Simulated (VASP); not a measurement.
# Si in VASP: notebook

Si is run at these levels: PBE, revPBE, LDA, PBEsol; tasks: single point.

Program: VASP 6.6.1. These are calculated values, not measurements. Logs are shortened: lines on timing, memory, paths and dates and some standing lists are left out, and cuts for length are marked.

## Step 1: The cell of the first run

The structure is trigonal, space group R-3m (No. 166). Conventional cell: a = 3.849 Å, b = 3.849 Å, c = 9.429 Å, α = 90.00°, β = 90.00°, γ = 120.00°. Si (site symmetry 3m) has 4 Si at 2.35 to 2.36 Å within 3.1 Å.

## Step 2: Single point, PBE

Contents of INCAR:

```
SYSTEM = Si
ALGO = Normal
EDIFF = 1E-6
ENCUT = 500
GGA = PE
GGA_COMPAT = .False.
ISIF = 2
ISMEAR = 0
ISYM = 0
LASPH = .True.
LCHARG = .False.
LREAL = .False.
LWAVE = .False.
NBANDS = 11
NELM = 120
PREC = Accurate
SIGMA = 0.1
```

Contents of KPOINTS:

```
k-points
0
Gamma
  1 1 4
  0 0 0
```

Contents of POSCAR:

```
Si
1.0
    0.0000000000      2.7218511865      2.7218511865
    2.7218511865      0.0000000000      2.7218511865
    2.7218511865      2.7218511865      0.0000000000
Si
2
Direct
    0.2496531601      0.2496531601      0.2510405198
    0.0003468399      0.0003468399     -0.0010405198
```

Potentials or basis: VASP PAW PBE potentials, release 64 (Si).

Command:

```bash
$ cat potpaw_PBE.64/Si/POTCAR > POTCAR
$ mpirun -np 1 vasp_std > vasp.out
```

OUTCAR:

```text
SYSTEM = Si
   EDIFF = 1E-6
   ENCUT = 500
   GGA = PE
   ISIF = 2
   ISMEAR = 0
   ISYM = 0
   LASPH = .True.
   LREAL = .False.
   NELM = 120
   PREC = Accurate

 ion  position               nearest neighbor table
   1  0.250  0.250  0.251-   2 2.35   2 2.36   2 2.36   2 2.36
   2  0.000  0.000  0.999-   1 2.35   1 2.36   1 2.36   1 2.36

IMPORTANT INFORMATION: All symmetrisations will be switched off!
NOSYMM: (Re-)initialisation of all symmetry stuff for point group C_1.

----------------------------------------------------------------------------------------

                                     Primitive cell

  volume of cell :      40.3295

  direct lattice vectors                    reciprocal lattice vectors
     0.000000000  2.721851186  2.721851186    -0.183698507  0.183698507  0.183698507
     2.721851186  0.000000000  2.721851186     0.183698507 -0.183698507  0.183698507
     2.721851186  2.721851186  0.000000000     0.183698507  0.183698507 -0.183698507

  length of vectors
     3.849278863  3.849278863  3.849278863     0.318175148  0.318175148  0.318175148

  position of ions in fractional coordinates (direct lattice)
     0.249653160  0.249653160  0.251040520
     0.000346840  0.000346840  0.998959480

  ion indices of the primitive-cell ions
   primitive index   ion index
                 1           1
                 2           2

----------------------------------------------------------------------------------------

 KPOINTS: k-points

Automatic generation of k-mesh.
 Grid dimensions read from file:
 generate k-points for:    1    1    4

 Generating k-lattice:

  Cartesian coordinates                     Fractional coordinates (reciprocal lattice)
    -0.183698507  0.183698507  0.183698507     1.000000000  0.000000000  0.000000000
     0.183698507 -0.183698507  0.183698507     0.000000000  1.000000000  0.000000000
     0.045924627  0.045924627 -0.045924627     0.000000000  0.000000000  0.250000000

  Length of vectors
     0.318175148  0.318175148  0.079543787

  Shift w.r.t. Gamma in fractional coordinates (k-lattice)
     0.000000000  0.000000000  0.000000000

 -----------------------------------------------------------------------------
|                                                                             |
|           W    W    AA    RRRRR   N    N  II  N    N   GGGG   !!!           |
|           W    W   A  A   R    R  NN   N  II  NN   N  G    G  !!!           |
|           W    W  A    A  R    R  N N  N  II  N N  N  G       !!!           |
|           W WW W  AAAAAA  RRRRR   N  N N  II  N  N N  G  GGG   !            |
|           WW  WW  A    A  R   R   N   NN  II  N   NN  G    G                |
|           W    W  A    A  R    R  N    N  II  N    N   GGGG   !!!           |
|                                                                             |
|     Your reciprocal lattice and k-lattice belong to different lattice       |
|     classes:                                                                |
|                                                                             |
|        The reciprocal lattice is body-centered cubic,                       |
|        whereas your k-lattice is rhombohedral (trigonal).                   |
|                                                                             |
|     Results are often still useful ...                                      |
|                                                                             |
 -----------------------------------------------------------------------------

 WARNING: IBZKPT: internal override: KBLOWUP is changed to .FALSE.
      ... skipping the blow-up phase ...

 Subroutine IBZKPT returns following result:
 ===========================================

 Found      3 irreducible k-points:

 Following reciprocal coordinates:
            Coordinates               Weight
  0.000000  0.000000  0.000000      1.000000
  0.000000  0.000000  0.250000      2.000000
  0.000000  0.000000  0.500000      1.000000
   k-points           NKPTS =      3   k-points in BZ     NKDIM =      3   number of bands    NBANDS=     11
   number of dos      NEDOS =    301   number of ions     NIONS =      2
   total plane-waves  NPLWV =  21952
   dimension x,y,z NGX =    28 NGY =   28 NGZ =   28
   dimension x,y,z NGXF=    56 NGYF=   56 NGZF=   56
   ions per type =               2
   NGX,Y,Z   is equivalent  to a cutoff of  12.09, 12.09, 12.09 a.u.
   NGXF,Y,Z  is equivalent  to a cutoff of  24.19, 24.19, 24.19 a.u.
 SYSTEM =  Si
   PREC   = accura    normal or accurate (medium, high low for compatibility)
   ISTART =      0    job   : 0-new  1-cont  2-samecut
   ICHARG =      2    charge: 1-file 2-atom 10-const
   ISPIN  =      1    spin polarized calculation?
   LNONCOLLINEAR =      F non collinear calculations
   LSORBIT =      F    spin-orbit coupling
   LASPH  =      T    aspherical Exc in radial PAW
   ENCUT  =  500.0 eV  36.75 Ry    6.06 a.u.   7.02  7.02  7.02*2*pi/ulx,y,z
   NELM   =    120;   NELMIN=  2; NELMDL= -5     # of ELM steps
   EDIFF  = 0.1E-05   stopping-criterion for ELM
   LREAL  =      F    real-space projection
   EDIFFG = 0.1E-04   stopping-criterion for IOM
   NSW    =      0    number of steps for IOM
   IBRION =     -1    ionic relax: 0-MD 1-quasi-New 2-CG
   NFREE  =      0    steps in history (QN), initial steepest desc. (CG)
   ISIF   =      2    stress and relaxation
   ISYM   =      0    0-nonsym 1-usesym 2-fastsym
   POTIM  = 0.5000    time-step for ionic-motion
   TEBEG  =    0.0;   TEEND  =   0.0 temperature during run
   PSTRESS=    0.0 pullay stress
   NELECT =       8.0000    total number of electrons
   NUPDOWN=      -1.0000    fix difference up-down
   EMIN   =  10.00;   EMAX   =-10.00  energy-range for DOS
   EFERMI =   0.00;   METHOD = LEGACY
   ISMEAR =     0;   SIGMA  =   0.10  broadening in eV -4-tet -1-fermi 0-gaus
   EFERMI_NEDOS =   21; number of points for ismear=-14 and -15
   IALGO  =     38    algorithm
   IMIX   =      4    mixing-type and parameters
     AMIX     =   0.40;   BMIX     =  1.00
     AMIX_MAG =   1.60;   BMIX_MAG =  1.00
  volume/ion in A,a.u.               =      20.16       136.08
  Fermi-wavevector in a.u.,A,eV,Ry     =   0.954766  1.804247 12.402783  0.911579
  Thomas-Fermi vector in A             =   2.083543
   LORBIT       =      0    0 simple, 1 ext, 2 COOP (PROOUT), +10 PAW based schemes
   GGA     = PE    functional components
   LHFCALC =     F    Hartree Fock is set to
   AEXX    =    0.0000 exact exchange contribution
   IVDW    =     0    specifies the selected vdW correction
   LEPSILON=     F    determine dielectric tensor
   LRPA    =     F    only Hartree local field effects (RPA)
 non-spin polarized calculation
 Gauss-broadening in eV      SIGMA  =   0.10
  energy-cutoff  :      500.00
  volume of cell :       40.33
 maximum number of plane-waves:      1013
 NGX is ok and might be reduce to    28

 number of electron       8.0000000 magnetization

 Free energy of the ion-electron system (eV)
  ---------------------------------------------------
  ext. energy  EPLUGINS =         0.00000000
  ---------------------------------------------------
  free energy    TOTEN  =        -2.33562202 eV

  energy without entropy =       -2.33562202  energy(sigma->0) =       -2.33562202

 E-fermi :   6.7776     XC(G=0):  -9.1030

 val. band max:        6.2743706780   @ k =   0.0000   0.0000   0.0000
 cond. band min:       7.6837145117   @ k =   0.0000   0.0000   0.5000
 fundamental gap:      1.4093438337
 Fermi energy:         6.7776266031

 k-point     1 :       0.0000    0.0000    0.0000
  band No.  band energies     occupation
      1      -5.7291      2.00000
      2       6.2657      2.00000
      3       6.2744      2.00000
      4       6.2744      2.00000
      5       8.6634      0.00000
      6       8.6634      0.00000
      7       8.6993      0.00000
      8       9.6028      0.00000
      9      13.7793      0.00000
     10      13.7793      0.00000
     11      13.9245      0.00000

 k-point     2 :       0.0000    0.0000    0.2500
  band No.  band energies     occupation
      1      -4.9267      2.00000
      2       2.3032      2.00000
      3       5.4852      2.00000
      4       5.4852      2.00000
      5       8.1641      0.00000
      6       9.6120      0.00000
      7       9.6120      0.00000
      8      13.1342      0.00000
      9      13.2346      0.00000
     10      13.2346      0.00000
     11      14.9355      0.00000

 k-point     3 :       0.0000    0.0000    0.5000
  band No.  band energies     occupation
      1      -3.3797      2.00000
      2      -0.7633      2.00000
      3       5.0435      2.00000
      4       5.0435      2.00000
      5       7.6837      0.00000
      6       9.4009      0.00000
      7       9.4009      0.00000
      8      13.6806      0.00000
      9      16.6273      0.00000
     10      16.6273      0.00000
     11      17.4123      0.00000

------------------------ aborting loop because EDIFF is reached ----------------------------------------

  FORCE on cell =-STRESS in cart. coord.  units (eV):
  Direction    XX          YY          ZZ          XY          YZ          ZX
  --------------------------------------------------------------------------------------
  -------------------------------------------------------------------------------------
  Total        5.5310605      5.5310638      5.5310545     -1.8483947      1.8483571      1.8483771
  in kB      219.7332951    219.7334246    219.7330540    -73.4314603     73.4299671     73.4307609
  external PRESSURE =     219.7332579 kB  Pullay stress =       0.0000000 kB

 VOLUME and BASIS-vectors are now :
 -----------------------------------------------------------------------------
  energy-cutoff  :      500.00
  volume of cell :       40.33
      direct lattice vectors                 reciprocal lattice vectors
     0.000000000  2.721851186  2.721851186    -0.183698507  0.183698507  0.183698507
     2.721851186  0.000000000  2.721851186     0.183698507 -0.183698507  0.183698507
     2.721851186  2.721851186  0.000000000     0.183698507  0.183698507 -0.183698507

 POSITION                                       TOTAL-FORCE (eV/Angst)
 -----------------------------------------------------------------------------------
      1.36281      1.36281      1.35904        -0.003520     -0.003524      0.003528
      2.71996      2.71996      0.00189         0.003520      0.003524     -0.003528
 -----------------------------------------------------------------------------------
    total drift:                                0.000002      0.000002     -0.000003

  FREE ENERGIE OF THE ION-ELECTRON SYSTEM (eV)
  ---------------------------------------------------
  free  energy   TOTEN  =        -2.3356220201 eV

  energy  without entropy=       -2.3356220201  energy(sigma->0) =       -2.33562202
```

It took 4.3 s on 1 thread of Intel Xeon 8259CL, shared host; peak memory 0.14 GiB.

What came out:

```yaml
Free_energy: -2.3356 eV
Pressure: 22.0 GPa
Largest_force: 0.006 eV/Å
Band_gap_on_the_k_mesh: 1.41 eV, indirect (least direct gap 2.39 eV)
```

Forces on the atoms (eV/Å):
```
Si  -0.004 -0.004  0.004
Si   0.004  0.004 -0.004
```

Levels at points of the mesh, in eV from the valence-band top:
| k point | band 1 | band 2 | band 3 | band 4 | band 5 | band 6 | band 7 | band 8 |
| --- | --- | --- | --- | --- | --- | --- | --- | --- |
| (0.00, 0.00, 0.00) | -12.00 | -0.01 | 0.00 | 0.00 | 2.39 | 2.39 | 2.42 | 3.33 |
| (0.00, 0.00, 0.50) | -9.65 | -7.04 | -1.23 | -1.23 | 1.41 | 3.13 | 3.13 | 7.41 |

Caveat: the k points lie up to 2.00 Å⁻¹ apart.

## Step 3: Single point, revPBE

Contents of INCAR:

```
  PREC = Accurate
  ENCUT = 500
  EDIFF = 1E-6
  ISMEAR = 1
  SIGMA = 0.06802846561497
  LREAL = False
  LASPH = True
  NELM = 120
  ALGO = Normal
  ISIF = 2
  LWAVE = False
  LCHARG = True
  GGA = RE
  LELF = True
  LVHAR = True
  NBANDS = 11
  NELECT = 10.0
  ISYM = 0
  GGA_COMPAT = False
```

Contents of KPOINTS:

```
Automatic mesh
0
Gamma
  2 2 2
  0.25 0.25 0.25
```

Contents of POSCAR:

```
Si
1.0
    0.0000000000      2.7218511865      2.7218511865
    2.7218511865      0.0000000000      2.7218511865
    2.7218511865      2.7218511865      0.0000000000
Si
2
Direct
    0.2500000000      0.2500000000      0.2500000000
    0.0000000000      0.0000000000      0.0000000000
```

Potentials or basis: VASP PAW PBE potentials, release 64 (Si).

Command:

```bash
$ cat potpaw_PBE.64/Si/POTCAR > POTCAR
$ mpirun -np 1 vasp_std > vasp.out
```

It took 19 s on 1 thread of Intel Xeon 8259CL, shared host; peak memory 0.15 GiB.

Results (log left out):

| Item | Value |
| --- | --- |
| Free energy | 4.5570 eV |

Levels at points of the mesh, in eV from the Fermi level:
| k point | band 2 | band 3 | band 4 | band 5 | band 6 | band 7 |
| --- | --- | --- | --- | --- | --- | --- |
| (0.12, 0.12, 0.12) | -3.49 | -2.14 | -2.14 | 0.44 | 0.95 | 0.95 |

Caveat: the k points lie up to 1.00 Å⁻¹ apart; the cell carries a net charge on a neutralising background, which shifts energy and pressure; the cell is charged against a uniform background, so pressure and absolute levels hang on convention; the PAW data sets were made with another functional, which shifts forces and pressure a little.

## Step 4: Single point, LDA

This run uses another cell than the first one, of 19.72 Å³/atom, 0.978 times its volume.

Contents of INCAR:

```
SYSTEM = Si
PREC     = Accurate       ! precision mode
ENCUT    = 500            ! plane-wave cutoff, eV
EDIFF    = 1E-6           ! SCF threshold, eV
ISMEAR   = -4             ! smearing method
SIGMA    = 0.1            ! smearing width, eV
LREAL    = .False.        ! projectors in reciprocal space
LASPH    = .True.         ! aspherical terms in the spheres
NELM     = 120            ! most SCF steps
ALGO     = Normal         ! electronic algorithm
ISIF     = 2              ! what is computed and relaxed
LWAVE    = .False.        ! write WAVECAR
LCHARG   = .True.         ! write CHGCAR
LELF     = .True.         ! ELF
LVHAR    = .True.       
NBANDS   = 11             ! bands
ISYM     = 0            
GGA_COMPAT= .False.
```

Contents of KPOINTS:

```
regular mesh
0
Gamma
  1 3 3
  0 0 0
```

Contents of POSCAR:

```
Si
1.0
    0.0000000000      2.7017427537      2.7017427537
    2.7017427537      0.0000000000      2.7017427537
    2.7017427537      2.7017427537      0.0000000000
Si
2
Direct
    0.2500000000      0.2500000000      0.2500000000
    0.0000000000      0.0000000000      0.0000000000
```

Potentials or basis: VASP PAW LDA potentials, release 64 (Si).

Command:

```bash
$ cat potpaw_LDA.64/Si/POTCAR > POTCAR
$ mpirun -np 1 vasp_std > vasp.out
```

Wall time 4.5 s (1 thread of Intel Xeon 8259CL, shared host); peak memory 0.13 GiB.

The run converged, but its numbers aren't listed here, since they failed a check.

Caveat: the k points lie up to 2.01 Å⁻¹ apart.

## Step 5: Single point, PBE

Contents of INCAR:

```
ALGO = Normal
EDIFF = 1E-6
ENCUT = 500
GGA = PE
GGA_COMPAT = F
ISIF = 2
ISMEAR = 0
LASPH = T
LCHARG = F
LREAL = F
LWAVE = F
NBANDS = 11
NELM = 120
PREC = Accurate
SIGMA = 0.1
```

Contents of KPOINTS:

```
k-points
0
Gamma
  4 4 4
```

Contents of POSCAR:

```
Si
1.0
    0.0000000000      2.7218511865      2.7218511865
    2.7218511865      0.0000000000      2.7218511865
    2.7218511865      2.7218511865      0.0000000000
Si
2
Direct
    0.2500000000      0.2500000000      0.2500000000
    0.0000000000      0.0000000000      0.0000000000
```

Potentials or basis: VASP PAW PBE potentials, release 64 (Si).

Command:

```bash
$ cat potpaw_PBE.64/Si/POTCAR > POTCAR
$ mpirun -np 1 vasp_std > vasp.out
```

OUTCAR:

```text
EDIFF = 1E-6
   ENCUT = 500
   GGA = PE
   ISIF = 2
   ISMEAR = 0
   LASPH = T
   LREAL = F
   NELM = 120
   PREC = Accurate

 ion  position               nearest neighbor table
   1  0.250  0.250  0.250-   2 2.36   2 2.36   2 2.36   2 2.36
   2  0.000  0.000  0.000-   1 2.36   1 2.36   1 2.36   1 2.36

  LATTYP: Found a face centered cubic cell.
 ALAT       =     5.4437023730

  Lattice vectors:

 A1 = (   0.0000000000,   2.7218511865,   2.7218511865)
[... 281 lines left out ...]
------------------------ aborting loop because EDIFF is reached ----------------------------------------

  FORCE on cell =-STRESS in cart. coord.  units (eV):
  Direction    XX          YY          ZZ          XY          YZ          ZX
  --------------------------------------------------------------------------------------
  -------------------------------------------------------------------------------------
  Total        0.4721677      0.4721677      0.4721677      0.0000000     -0.0000000      0.0000000
  in kB       18.7578804     18.7578804     18.7578804      0.0000000     -0.0000000      0.0000000
  external PRESSURE =      18.7578804 kB  Pullay stress =       0.0000000 kB

 VOLUME and BASIS-vectors are now :
 -----------------------------------------------------------------------------
  energy-cutoff  :      500.00
  volume of cell :       40.33
      direct lattice vectors                 reciprocal lattice vectors
     0.000000000  2.721851186  2.721851186    -0.183698507  0.183698507  0.183698507
     2.721851186  0.000000000  2.721851186     0.183698507 -0.183698507  0.183698507
     2.721851186  2.721851186  0.000000000     0.183698507  0.183698507 -0.183698507

 POSITION                                       TOTAL-FORCE (eV/Angst)
 -----------------------------------------------------------------------------------
      1.36093      1.36093      1.36093        -0.000000     -0.000000     -0.000000
      0.00000      0.00000      0.00000         0.000000      0.000000      0.000000
 -----------------------------------------------------------------------------------
    total drift:                                0.000000      0.000000     -0.000000

  FREE ENERGIE OF THE ION-ELECTRON SYSTEM (eV)
  ---------------------------------------------------
  free  energy   TOTEN  =       -10.6608948007 eV

  energy  without entropy=      -10.6608947733  energy(sigma->0) =      -10.66089479
```

It took 6.1 s on 1 thread of Intel Xeon 8259CL, shared host; peak memory 0.14 GiB.

Results:

```
Free energy            : -10.6609 eV
Pressure               : 1.9 GPa
Band gap on the k mesh : 0.71 eV, indirect (least direct gap 2.54 eV)
```

Caveat: the k points lie up to 0.50 Å⁻¹ apart.

## Step 6: Single point, PBEsol

Contents of INCAR:

```
SYSTEM = Si
PREC = Accurate
ENCUT = 500
EDIFF = 1E-6
ISMEAR = 0
SIGMA = 0.1
LREAL = .False.
LASPH = .True.
NELM = 120
ALGO = Normal
ISIF = 2
LWAVE = .False.
LCHARG = .False.
GGA = PS
NBANDS = 11
GGA_COMPAT = .False.
```

Contents of KPOINTS:

```
regular mesh
0
Gamma
  4 4 4
  0 0 0
```

POSCAR is that of step 5.

Potentials or basis: VASP PAW PBE potentials, release 64 (Si).

Command:

```bash
$ cat potpaw_PBE.64/Si/POTCAR > POTCAR
$ mpirun -np 1 vasp_std > vasp.out
```

It took 5.5 s on 1 thread of Intel Xeon 8259CL, shared host; peak memory 0.14 GiB.

It converged, with:

| Quantity | Value |
| --- | --- |
| Free energy | -11.2963 eV |
| Pressure | 0.2 GPa |
| Band gap on the k mesh | 0.58 eV, indirect (least direct gap 2.49 eV) |

Levels at points of the mesh, in eV from the valence-band top:
| k point | band 1 | band 2 | band 3 | band 4 | band 5 | band 6 | band 7 | band 8 |
| --- | --- | --- | --- | --- | --- | --- | --- | --- |
| (0.00, 0.00, 0.00) | -11.95 | 0.00 | 0.00 | 0.00 | 2.49 | 2.49 | 2.49 | 3.24 |
| (0.50, 0.00, 0.00) | -9.62 | -6.99 | -1.20 | -1.20 | 1.43 | 3.25 | 3.25 | 7.48 |
| (0.50, 0.50, 0.00) | -7.81 | -7.81 | -2.87 | -2.87 | 0.58 | 0.58 | 9.99 | 9.99 |

Caveat: the k points lie up to 0.50 Å⁻¹ apart; the PAW data sets were made with another functional, which shifts forces and pressure a little. A k mesh can miss the band edges.

## Step 7: Summary

| level | k mesh | gap on the mesh (eV) | pressure (GPa) |
| --- | --- | --- | --- |
| PBE | 1 × 1 × 4 | 1.41 | 22.0 |
| PBE | 4 × 4 × 4 | 0.71 | 1.9 |
| PBEsol | 4 × 4 × 4 | 0.58 | 0.2 |

Some of these runs hold the atoms at other places in the same cell, which the table doesn't show; runs alike in all that it shows share one row.

Alike in all rows: task single point; potentials or basis VASP PAW PBE potentials, release 64 (Si); no spin polarisation; cell as given; cutoff (eV) 500; smearing gaussian 0.1 eV.

Caveats: all runs use coarse meshes; the PAW data sets were made with another functional, which shifts forces and pressure a little (some runs).

Total energies depend on the potentials used, so only differences within one code and one set of settings carry meaning.
